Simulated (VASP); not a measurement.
The system is Au.

```xyz
1
Lattice="0.0000 2.0485 2.0485 2.0485 0.0000 2.0485 2.0485 2.0485 0.0000" Properties=species:S:1:pos:R:3 pbc="T T T"
Au    0.0000    0.0000    0.0000
```

| Property | Result |
| --- | --- |
| Program | VASP 6.6.1 |
| Task | relaxation of cell and atoms |
| Functional | PBE |
| Potentials or basis | VASP PAW PBE potentials, release 64 (Au) |
| Cutoff | 650 eV |
| k mesh | 15 × 15 × 15 |
| Occupations | methfessel-paxton, width 0.05 eV |
| Spin | non-collinear spin, zero start, spin-orbit coupling |
| Starting moments | [[0.0, 0.0, 0.0]] μB |

At the start: pressure 5.6 GPa; volume 17.19 Å³/atom.

How do energy, volume and symmetry change on relaxing?

Over 18 steps the energy falls by 10.4 meV/atom and the volume is 17.81 Å³/atom (+3.6 %); space group Fm-3m (No. 225, to 0.1 Å) before and after; moment 0.00 μB per cell.

The path:
| step | energy change (eV) | largest force (eV/Å) | pressure (GPa) | volume (Å³) |
| --- | --- | --- | --- | --- |
| 1 | 0.0000 | 0.0000 | 5.57 | 17.19 |
| 2 | 0.0084 | 0.0000 | -6.25 | 18.72 |
| 3 | -0.0103 | 0.0000 | -0.04 | 17.82 |
| 4 | -0.0103 | 0.0000 | 0.06 | 17.80 |
| 5 | -0.0103 | 0.0000 | 0.06 | 17.80 |
| 6 | -0.0103 | 0.0000 | 0.05 | 17.81 |
| 7 | -0.0103 | 0.0000 | 0.05 | 17.81 |
| 8 | -0.0103 | 0.0000 | 0.05 | 17.81 |
| 9 | -0.0103 | 0.0000 | 0.05 | 17.81 |
| 10 | -0.0103 | 0.0000 | 0.05 | 17.81 |
| 11 | -0.0103 | 0.0000 | 0.05 | 17.81 |
| 12 | -0.0103 | 0.0000 | 0.05 | 17.81 |
| 13 | -0.0103 | 0.0000 | 0.05 | 17.81 |
| 14 | -0.0103 | 0.0000 | 0.04 | 17.81 |
| 15 | -0.0103 | 0.0000 | 0.03 | 17.81 |
| 16 | -0.0103 | 0.0000 | 0.01 | 17.81 |
| 17 | -0.0104 | 0.0000 | 0.02 | 17.81 |
| 18 | -0.0104 | 0.0000 | 0.02 | 17.81 |

Final structure:
```yaml
crystal:
  lattice:
    - [0.00000, 2.07276, 2.07276]
    - [2.07276, 0.00000, 2.07276]
    - [2.07276, 2.07276, 0.00000]
  atoms:
    - { symbol: Au, position: [0.00000, 0.00000, 0.00000] }
```
